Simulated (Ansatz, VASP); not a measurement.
# CaSe in VASP and in Ansatz

File POSCAR:

```
CaSe
1.0
    0.0000000000      2.9560000000      2.9560000000
    2.9560000000      0.0000000000      2.9560000000
    2.9560000000      2.9560000000      0.0000000000
Se Ca
1 1
Direct
    0.5000000000      0.5000000000      0.5000000000
    0.0000000000      0.0000000000      0.0000000000
```

Contents of INCAR.step1:

```
  PREC = Accurate
  ENCUT = 520
  EDIFF = 1E-5
  ISMEAR = -1
  SIGMA = 0.05
  LREAL = F
  LASPH = T
  NELM = 100
  ALGO = Normal
  ISIF = 2
  LWAVE = T
  LCHARG = F
  GGA = PE
  NBANDS = 15
```

Contents of INCAR.step2:

```
  PREC = Accurate
  ENCUT = 520
  EDIFF = 1E-7
  ISMEAR = -1
  SIGMA = 0.05
  LREAL = F
  LASPH = T
  NELM = 100
  ALGO = Normal
  ISIF = 2
  LWAVE = F
  LCHARG = F
  GGA = PE
  LHFCALC = T
  AEXX = 0.25
  PRECFOCK = Normal
  ISTART = 1
  NBANDS = 15
```

Contents of KPOINTS:

```
regular mesh
0
Gamma
  6 6 6
```

File input:

```
crystal:
  lattice:
    - [0.0, 2.956, 2.956]
    - [2.956, 0.0, 2.956]
    - [2.956, 2.956, 0.0]
  atoms:
    - { symbol: Se, position: [0.5, 0.5, 0.5] }
    - { symbol: Ca, position: [0.0, 0.0, 0.0] }
hamiltonian:
  xc: pbe0
  pseudopotentials: { kind: paw }
kpoints:
  mp_grid: { grid: [6, 6, 6] }
  band_path:
    path:
      - [[0.0, 0.0, 0.0], [0.5, 0.0, 0.5], [0.5, 0.25, 0.75], [0.375, 0.375, 0.75], [0.0, 0.0, 0.0], [0.5, 0.5, 0.5], [0.625, 0.25, 0.625], [0.5, 0.25, 0.75], [0.5, 0.5, 0.5], [0.375, 0.375, 0.75]]
      - [[0.625, 0.25, 0.625], [0.5, 0.0, 0.5]]
    npoints: 4
scf:
  occupations: { method: fermi_dirac, width: 0.05 }
  n_extra_bands: 6
output:
  forces: true
  stress: true
  eigenvalues: true
  fatbands: false
```

Alike in both runs: functional PBE0; k mesh 6 × 6 × 6; occupations fermi-dirac, width 0.05 eV; no spin polarisation.

```csv
,VASP,Ansatz
version,VASP 6.6.1,Ansatz 0.2.0
potentials or method,"VASP PAW PBE potentials, release 64 (Se, Ca_sv)",Ansatz PAW
plane-wave cutoff (eV),520,420
valence electrons in the cell,16,26
task,single point,band structure
```

```csv
,VASP,Ansatz,Ansatz less VASP
gap on the k mesh at the Fermi level (eV),3.67,3.65,-0.022
least direct gap on the mesh (eV),4.73,4.72,-0.016
pressure (GPa),0.8,0.8,-0.05
```

The functional is the same, so the differences come from potentials, cutoffs and numerics. VASP's potentials hold 16 valence electrons a cell and Ansatz's 26, so a difference there can come from the potentials and not from the codes.
